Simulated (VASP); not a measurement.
Bi:

```
Bi
1.0
     5.31938    0.00000    0.00000
    -2.65969    4.60672    0.00000
     0.00000    0.00000    3.50199
Bi
2
Direct
  0.33333 0.66667 0.56277
  0.66667 0.33333 0.43723
```

The cell was built from a structure type or drawn by symmetry, and may not be a known phase.

- Program: VASP 6.6.1
- Task: relaxation of cell and atoms
- Functional: PBE
- Potentials or basis: VASP PAW PBE potentials, release 64 (Bi_d)
- Cutoff: 600 eV
- k mesh: 6 × 6 × 6
- Occupations: gaussian, width 0.1 eV
- Spin: no spin polarisation

At the start: pressure 0.6 GPa; volume 42.91 Å³/atom.

Q: Where does the relaxation end?

A: Over 21 steps the energy falls by 74.5 meV/atom and the volume is 43.63 Å³/atom (+1.7 %); space group P-3m1 (No. 164, to 0.1 Å) before and after.

Step by step:
| step | energy change (eV) | largest force (eV/Å) | pressure (GPa) | volume (Å³) |
| --- | --- | --- | --- | --- |
| 1 | 0.0000 | 0.0523 | 0.56 | 85.82 |
| 2 | -0.1005 | 0.1131 | -0.39 | 87.56 |
| 3 | -0.1136 | 0.1639 | -0.64 | 88.12 |
| 4 | -0.0867 | 0.2029 | -0.81 | 89.15 |
| 5 | -0.1148 | 0.1715 | -0.72 | 88.28 |
| 6 | -0.1206 | 0.1403 | 0.28 | 85.73 |
| 7 | -0.1213 | 0.1495 | 0.02 | 86.35 |
| 8 | -0.1239 | 0.1328 | 0.12 | 86.11 |
| 9 | -0.1256 | 0.1097 | 0.40 | 85.70 |
| 10 | -0.1269 | 0.1076 | 0.34 | 85.83 |
| 11 | -0.1304 | 0.1015 | 0.23 | 86.23 |
| 12 | -0.1360 | 0.0865 | -0.01 | 87.04 |
| 13 | -0.1408 | 0.0545 | -0.52 | 88.67 |
| 14 | -0.1442 | 0.0460 | -0.43 | 88.45 |
| 15 | -0.1474 | 0.0311 | -0.27 | 88.08 |
| 16 | -0.1443 | 0.0011 | 0.05 | 87.35 |
| 17 | -0.1478 | 0.0266 | -0.21 | 87.90 |
| 18 | -0.1487 | 0.0202 | -0.02 | 87.47 |
| 19 | -0.1489 | 0.0171 | 0.08 | 87.20 |
| 20 | -0.1489 | 0.0166 | 0.10 | 87.14 |
| 21 | -0.1491 | 0.0155 | 0.05 | 87.26 |

Final structure:
```xyz
2
Lattice="5.5516 0.0000 0.0000 -2.7758 4.8078 0.0000 0.0000 0.0000 3.2692" Properties=species:S:1:pos:R:3 pbc="T T T"
Bi    0.0000    3.2052    1.6615
Bi    2.7758    1.6026    1.6077
```
